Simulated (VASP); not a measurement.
# Mg8HO8 (a cell with a defect) in VASP: single point with PBE+D3(BJ)

Aim: the single point of Mg8HO8 (a cell with a defect) with PBE+D3(BJ).

Program: VASP 6.6.1. These are calculated values, not measurements. Logs are shortened: lines on timing, memory, paths and dates and some standing lists are left out, and cuts for length are marked.

## (1) The cell of the first run

The cell holds a defect, 17 atoms: a = 6.071 Å, b = 6.071 Å, c = 6.071 Å, α = 60.00°, β = 60.00°, γ = 60.00°.

## (2) Single point, PBE+D3(BJ)

Input file INCAR:

```
ALGO = Normal ; EDIFF = 1E-7
ENCUT = 520 ; GGA = PE
ISIF = 2 ; ISMEAR = 0
IVDW = 12 ; LASPH = T
LCHARG = F ; LREAL = Auto
LWAVE = F ; NBANDS = 46
NELECT = 64.0 ; NELM = 100
PREC = Accurate ; SIGMA = 0.05
```

Input file KPOINTS:

```
k-points
0
Gamma
  3 3 3
```

Input file POSCAR:

```
Mg8HO8
1.0
    0.0000000000      4.2930000000      4.2930000000
    4.2930000000      0.0000000000      4.2930000000
    4.2930000000      4.2930000000      0.0000000000
Mg O H
8 8 1
Direct
   -0.0197553358      0.0217959449      0.0185175844
   -0.0109140294      0.0002438160      0.5102014232
   -0.0198054297      0.4791836755      0.0185335576
   -0.0004328569      0.4985427919      0.5031286812
    0.4970699088     -0.0039345419      0.0105956176
    0.5012712933      0.0002397245      0.5102022123
    0.5229209992      0.4791655184      0.0185395148
    0.5012618795      0.4880811093      0.5102015054
    0.2478456646      0.2513413654      0.2537745213
    0.2443286300      0.2472266294      0.7609972512
    0.2478577639      0.7468242820      0.2538079270
    0.2495283980      0.7485387549      0.7531998379
    0.7443970971      0.2433376895      0.2686827309
    0.7482529119      0.2472249921      0.7610005103
    0.7522961631      0.7468280365      0.2538215680
    0.7482486164      0.7433018641      0.7610080937
    0.1836056261      0.6823273475     -0.0486645367
```

Potentials or basis: VASP PAW PBE potentials, release 64 (Mg, O, H).

Launch:

```bash
cat potpaw_PBE.64/Mg/POTCAR potpaw_PBE.64/O/POTCAR potpaw_PBE.64/H/POTCAR > POTCAR
mpirun -np 1 vasp_std > vasp.out
```

OUTCAR:

```text
EDIFF = 1E-7
   ENCUT = 520
   GGA = PE
   ISIF = 2
   ISMEAR = 0
   IVDW = 12
   LASPH = T
   LREAL = Auto
   NELECT = 64.0
   NELM = 100
   PREC = Accurate
 IVDW          = 12

 ion  position               nearest neighbor table
   1  0.980  0.022  0.019-  17 1.93  13 2.03  14 2.11  10 2.11  11 2.17  15 2.17  12 2.31   7 2.78
                             3 2.78   2 2.95   6 2.95   4 3.02   5 3.04   5 3.04   4 3.06   6 3.13
   2  0.989  0.000  0.510-  13 2.09  16 2.14  14 2.14  12 2.16  11 2.19   9 2.19   3 2.95   1 2.95
                             6 2.96   8 2.96   5 3.01   4 3.04   4 3.04   5 3.06   8 3.11   6 3.11
   3  0.980  0.479  0.019-  17 1.93  13 2.03  16 2.11  10 2.11   9 2.17  15 2.17  12 2.31   7 2.78
                             1 2.78   8 2.95   2 2.95   4 3.02   5 3.04   5 3.04   4 3.06   2 3.13
   4  1.000  0.499  0.503-   9 2.13  11 2.13  15 2.13  10 2.16  14 2.16  16 2.16   7 3.02   3 3.02
                             1 3.02   6 3.04   2 3.04   8 3.04   8 3.04   2 3.04   6 3.04   1 3.06
   5  0.497  0.996  0.011-  15 2.14  11 2.14   9 2.14  10 2.16  14 2.16  16 2.16   8 3.01   2 3.01
                             6 3.01   1 3.04   3 3.04   1 3.04   7 3.04   3 3.04   7 3.04   6 3.06
   6  0.501  0.000  0.510-  13 2.09  10 2.14  16 2.14  12 2.16  15 2.19   9 2.19   7 2.95   1 2.95
                             2 2.96   8 2.96   5 3.01   4 3.04   4 3.04   5 3.06   8 3.11   2 3.11
   7  0.523  0.479  0.019-  17 1.93  13 2.03  16 2.11  14 2.11   9 2.17  11 2.17  12 2.31   3 2.78
                             1 2.78   8 2.95   6 2.95   4 3.02   5 3.04   5 3.04   4 3.06   6 3.13
   8  0.501  0.488  0.510-  13 2.09  10 2.14  14 2.14  12 2.16  15 2.19  11 2.19   7 2.95   3 2.95
                             2 2.96   6 2.96   5 3.01   4 3.04   4 3.04   5 3.06   6 3.11   2 3.11
   9  0.248  0.251  0.254-   4 2.13   5 2.14   3 2.17   7 2.17   6 2.19   2 2.19
  10  0.244  0.247  0.761-   3 2.11   1 2.11   6 2.14   8 2.14   5 2.16   4 2.16
  11  0.248  0.747  0.254-   4 2.13   5 2.14   1 2.17   7 2.17   8 2.19   2 2.19
  12  0.250  0.749  0.753-  17 0.98   2 2.16   6 2.16   8 2.16   1 2.31   3 2.31   7 2.31
  13  0.744  0.243  0.269-   7 2.03   3 2.03   1 2.03   2 2.09   6 2.09   8 2.09
  14  0.748  0.247  0.761-   7 2.11   1 2.11   2 2.14   8 2.14   5 2.16   4 2.16
  15  0.752  0.747  0.254-   4 2.13   5 2.14   1 2.17   3 2.17   8 2.19   6 2.19
  16  0.748  0.743  0.761-   7 2.11   3 2.11   2 2.14   6 2.14   5 2.16   4 2.16
  17  0.184  0.682  0.951-  12 0.98   7 1.93   3 1.93   1 1.93

  LATTYP: Found a face centered cubic cell.
 ALAT       =     8.5860000000

  Lattice vectors:

 A1 = (   0.0000000000,   4.2930000000,   4.2930000000)
 A2 = (   4.2930000000,   0.0000000000,   4.2930000000)
 A3 = (   4.2930000000,   4.2930000000,   0.0000000000)

Analysis of symmetry for initial positions (statically):
=====================================================================
 Subroutine PRICEL returns:
 Original cell was already a primitive cell.

 Routine SETGRP: Setting up the symmetry group for a
 face centered cubic supercell.

 Subroutine GETGRP returns: Found  1 space group operations
 (whereof  1 operations were pure point group operations)
 out of a pool of 48 trial point group operations.

The static configuration has the point symmetry C_1 .

Analysis of symmetry for dynamics (positions and initial velocities):
=====================================================================
 Subroutine PRICEL returns:
 Original cell was already a primitive cell.

 Routine SETGRP: Setting up the symmetry group for a
 face centered cubic supercell.

 Subroutine GETGRP returns: Found  1 space group operations
 (whereof  1 operations were pure point group operations)
 out of a pool of 48 trial point group operations.

The dynamic configuration has the point symmetry C_1 .

 Subroutine INISYM returns: Found  1 space group operations
 (whereof  1 operations are pure point group operations),
 and found     1 'primitive' translations

----------------------------------------------------------------------------------------

                                     Primitive cell

  volume of cell :     158.2387

  direct lattice vectors                    reciprocal lattice vectors
     0.000000000  4.293000000  4.293000000    -0.116468670  0.116468670  0.116468670
     4.293000000  0.000000000  4.293000000     0.116468670 -0.116468670  0.116468670
     4.293000000  4.293000000  0.000000000     0.116468670  0.116468670 -0.116468670

  length of vectors
     6.071218823  6.071218823  6.071218823     0.201729654  0.201729654  0.201729654

  position of ions in fractional coordinates (direct lattice)
     0.980244664  0.021795945  0.018517584
[... 53 lines left out ...]
     0.067243218  0.067243218  0.067243218

  Shift w.r.t. Gamma in fractional coordinates (k-lattice)
     0.000000000  0.000000000  0.000000000

 Subroutine IBZKPT returns following result:
 ===========================================

 Found     14 irreducible k-points:

 Following reciprocal coordinates:
            Coordinates               Weight
  0.000000  0.000000  0.000000      1.000000
  0.333333  0.000000  0.000000      2.000000
  0.000000  0.333333  0.000000      2.000000
  0.000000  0.000000  0.333333      2.000000
  0.333333  0.333333  0.333333      2.000000
  0.333333  0.333333  0.000000      2.000000
  0.000000  0.333333  0.333333      2.000000
  0.333333  0.000000  0.333333      2.000000
 -0.333333  0.333333  0.000000      2.000000
  0.000000 -0.333333  0.333333      2.000000
  0.333333  0.000000 -0.333333      2.000000
  0.333333  0.333333 -0.333333      2.000000
 -0.333333  0.333333 -0.333333      2.000000
  0.333333 -0.333333 -0.333333      2.000000
   k-points           NKPTS =     14   k-points in BZ     NKDIM =     14   number of bands    NBANDS=     46
   number of dos      NEDOS =    301   number of ions     NIONS =     17
   total plane-waves  NPLWV = 110592
   dimension x,y,z NGX =    48 NGY =   48 NGZ =   48
   dimension x,y,z NGXF=    96 NGYF=   96 NGZF=   96
   ions per type =               8   8   1
   NGX,Y,Z   is equivalent  to a cutoff of  13.14, 13.14, 13.14 a.u.
   NGXF,Y,Z  is equivalent  to a cutoff of  26.29, 26.29, 26.29 a.u.
 SYSTEM =  unknown system
   PREC   = accura    normal or accurate (medium, high low for compatibility)
   ISTART =      0    job   : 0-new  1-cont  2-samecut
   ICHARG =      2    charge: 1-file 2-atom 10-const
   ISPIN  =      1    spin polarized calculation?
   LNONCOLLINEAR =      F non collinear calculations
   LSORBIT =      F    spin-orbit coupling
   LASPH  =      T    aspherical Exc in radial PAW
   ENCUT  =  520.0 eV  38.22 Ry    6.18 a.u.  11.29 11.29 11.29*2*pi/ulx,y,z
   NELM   =    100;   NELMIN=  2; NELMDL= -5     # of ELM steps
   EDIFF  = 0.1E-06   stopping-criterion for ELM
   LREAL  =      T    real-space projection
   EDIFFG = 0.1E-05   stopping-criterion for IOM
   NSW    =      0    number of steps for IOM
   IBRION =     -1    ionic relax: 0-MD 1-quasi-New 2-CG
   NFREE  =      0    steps in history (QN), initial steepest desc. (CG)
   ISIF   =      2    stress and relaxation
   ISYM   =      2    0-nonsym 1-usesym 2-fastsym
   POTIM  = 0.5000    time-step for ionic-motion
   TEBEG  =    0.0;   TEEND  =   0.0 temperature during run
   PSTRESS=    0.0 pullay stress
   NELECT =      64.0000    total number of electrons
   NUPDOWN=      -1.0000    fix difference up-down
   EMIN   =  10.00;   EMAX   =-10.00  energy-range for DOS
   EFERMI =   0.00;   METHOD = LEGACY
   ISMEAR =     0;   SIGMA  =   0.05  broadening in eV -4-tet -1-fermi 0-gaus
   EFERMI_NEDOS =   21; number of points for ismear=-14 and -15
   IALGO  =     38    algorithm
   IMIX   =      4    mixing-type and parameters
     AMIX     =   0.40;   BMIX     =  1.00
     AMIX_MAG =   1.60;   BMIX_MAG =  1.00
  volume/ion in A,a.u.               =       9.31        62.81
  Fermi-wavevector in a.u.,A,eV,Ry     =   1.210683  2.287860 19.942799  1.465754
  Thomas-Fermi vector in A             =   2.346223
   LORBIT       =      0    0 simple, 1 ext, 2 COOP (PROOUT), +10 PAW based schemes
   GGA     = PE    functional components
   LHFCALC =     F    Hartree Fock is set to
   AEXX    =    0.0000 exact exchange contribution
   IVDW    =    12    specifies the selected vdW correction
   LEPSILON=     F    determine dielectric tensor
   LRPA    =     F    only Hartree local field effects (RPA)
 non-spin polarized calculation
 Gauss-broadening in eV      SIGMA  =   0.05
  energy-cutoff  :      520.00
  volume of cell :      158.24
 maximum number of plane-waves:      4279
 NGX is ok and might be reduce to    48
   NGX = 23   NGY = 23   NGZ = 23

 number of electron      64.0000002 magnetization

 Free energy of the ion-electron system (eV)
  ---------------------------------------------------
  ext. energy  EPLUGINS =         0.00000000
  ---------------------------------------------------
  free energy    TOTEN  =      -102.02140854 eV

  energy without entropy =     -102.02140854  energy(sigma->0) =     -102.02140854

 E-fermi :   3.1655     XC(G=0): -10.7851

 val. band max:        2.8938373052   @ k =   0.0000   0.0000   0.0000
 cond. band min:       6.6739042504   @ k =   0.0000   0.0000   0.0000
 fundamental gap:      3.7800669452
 Fermi energy:         3.1655450112

 k-point     1 :       0.0000    0.0000    0.0000
  band No.  band energies     occupation
      1     -16.8264      2.00000
      2     -13.9636      2.00000
      3     -13.1403      2.00000
      4     -12.7514      2.00000
      5     -12.7472      2.00000
      6     -12.7469      2.00000
[... 647 lines left out ...]
     43      13.8806      0.00000
     44      13.9835      0.00000
 [bands above 44 left out]

------------------------ aborting loop because EDIFF is reached ----------------------------------------

 Edisp (eV)   -4.58972

 E8    (eV) :    -1.7783

  FORCE on cell =-STRESS in cart. coord.  units (eV):
  Direction    XX          YY          ZZ          XY          YZ          ZX
  --------------------------------------------------------------------------------------
  -------------------------------------------------------------------------------------
  Total     -12.58326   -12.57232   -12.57547    -1.78976     1.79562     1.78775
  in kB    -127.40639  -127.29562  -127.32749   -18.12145    18.18077    18.10107
  external pressure =     -127.34 kB  Pullay stress =        0.00 kB

 VOLUME and BASIS-vectors are now :
 -----------------------------------------------------------------------------
  energy-cutoff  :      520.00
  volume of cell :      158.24
      direct lattice vectors                 reciprocal lattice vectors
     0.000000000  4.293000000  4.293000000    -0.116468670  0.116468670  0.116468670
     4.293000000  0.000000000  4.293000000     0.116468670 -0.116468670  0.116468670
     4.293000000  4.293000000  0.000000000     0.116468670  0.116468670 -0.116468670

 POSITION                                       TOTAL-FORCE (eV/Angst)
 -----------------------------------------------------------------------------------
      0.17307      4.28769      4.30176         0.026953     -0.002437      0.003217
      2.19134      6.43644      4.24719         0.000732     -0.012276     -0.000892
      2.13670      4.28754      6.26511        -0.002747     -0.002624     -0.026302
      4.30018      6.45107      6.43139         0.003882      0.004753     -0.004085
      4.32160      2.17941      6.41003        -0.002321     -0.001847      0.002305
      2.19133      4.34226      2.15299         0.000914      0.000952      0.011846
[... 9 lines left out ...]
      6.45800      6.47924      6.40323        -0.000740     -0.000049     -0.000856
      7.01331      4.87230      3.71745         0.074408      0.073169     -0.073262
 -----------------------------------------------------------------------------------
    total drift:                               -0.005819     -0.008373      0.002813

  FREE ENERGIE OF THE ION-ELECTRON SYSTEM (eV)
  ---------------------------------------------------
  free  energy   TOTEN  =      -106.6111289183 eV

  energy  without entropy=     -106.6111289183  energy(sigma->0) =     -106.61112892
```

Wall time 3.1 min (1 thread of AMD EPYC 9R45 (Zen 5), shared host); peak memory 0.32 GiB.

Results:

```yaml
Free_energy: -106.6111 eV
Largest_force: 0.140 eV/Å
Dispersion_energy_per_atom: -0.270 eV
```

Forces in eV/Å, atoms in the order of the input:
```
Mg   0.027 -0.002  0.003
Mg   0.001 -0.012 -0.001
Mg  -0.003 -0.003 -0.026
Mg   0.004  0.005 -0.004
Mg  -0.002 -0.002  0.002
Mg   0.001  0.001  0.012
Mg  -0.003  0.025  0.004
Mg  -0.012  0.001 -0.001
O   -0.004 -0.002  0.003
O    0.000  0.001  0.000
O   -0.003 -0.003  0.003
O   -0.080 -0.081  0.081
O    0.003  0.003 -0.003
O    0.000  0.000  0.000
O   -0.002 -0.004  0.001
O   -0.001  0.000 -0.001
H    0.074  0.073 -0.073
```

Levels at points of the mesh, in eV from the Fermi level:
| k point | band 30 | band 31 | band 32 | band 33 | band 34 | band 35 |
| --- | --- | --- | --- | --- | --- | --- |
| (0.00, 0.00, 0.00) | -0.33 | -0.27 | -0.27 | 3.51 | 5.93 | 7.21 |

Caveat: the k points lie up to 0.42 Å⁻¹ apart; the cell carries a net charge on a neutralising background, which shifts energy and pressure; the cell is charged against a uniform background, so pressure and absolute levels hang on convention.
